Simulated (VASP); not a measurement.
The system is B.

```xyz
8
Lattice="3.8391 0.0000 0.0000 0.0000 3.8391 0.0000 0.0000 0.0000 4.7416" Properties=species:S:1:pos:R:3 pbc="T T T"
B     3.0019    1.9195    0.8578
B     1.9195    3.0019    3.2286
B     1.9195    0.8372    3.2286
B     3.0019    1.9195    3.8838
B     0.8372    1.9195    3.8838
B     0.8372    1.9195    0.8578
B     1.9195    3.0019    1.5130
B     1.9195    0.8372    1.5130
```

```yaml
Program: VASP 6.6.1
Task: relaxation of cell and atoms
Functional: PBE
Potentials_or_basis: VASP PAW PBE potentials, release 64 (B)
Cutoff: 600 eV
k_mesh: 4 × 4 × 4
Occupations: gaussian, width 0.1 eV
Spin: no spin polarisation
```

At the start: pressure 21.3 GPa; volume 8.74 Å³/atom.

How do energy, volume and symmetry change on relaxing?

Over 11 steps the energy falls by 85.2 meV/atom and the volume is 9.77 Å³/atom (+11.8 %); space group P4_2/mmc (No. 131, to 0.05 Å).

Step by step:
```tsv
step	energy change (eV)	largest force (eV/Å)	pressure (GPa)	volume (Å³)
1	0.0000	1.3276	21.26	69.88
2	-0.3843	1.3328	-5.06	82.27
3	-0.6173	0.5594	2.98	77.03
4	-0.6495	0.2494	-2.39	79.79
5	-0.6637	0.0752	-0.59	78.78
6	-0.6675	0.0803	-0.15	78.48
7	-0.6702	0.1173	0.66	77.93
8	-0.6727	0.0963	0.57	77.93
9	-0.6767	0.0910	0.33	77.91
10	-0.6804	0.0516	0.03	78.03
11	-0.6819	0.0119	-0.23	78.16
```

Final structure:
```
CELL_PARAMETERS angstrom
4.01292 0.00000 0.00000
0.00000 4.01292 0.00000
0.00000 0.00000 4.85362
ATOMIC_POSITIONS crystal
B 0.79117 0.50000 0.18949
B 0.50000 0.79117 0.68949
B 0.50000 0.20883 0.68949
B 0.79117 0.50000 0.81051
B 0.20883 0.50000 0.81051
B 0.20883 0.50000 0.18949
B 0.50000 0.79117 0.31051
B 0.50000 0.20883 0.31051
```

Caveat: the k points lie up to 0.39 Å⁻¹ apart in the final cell.
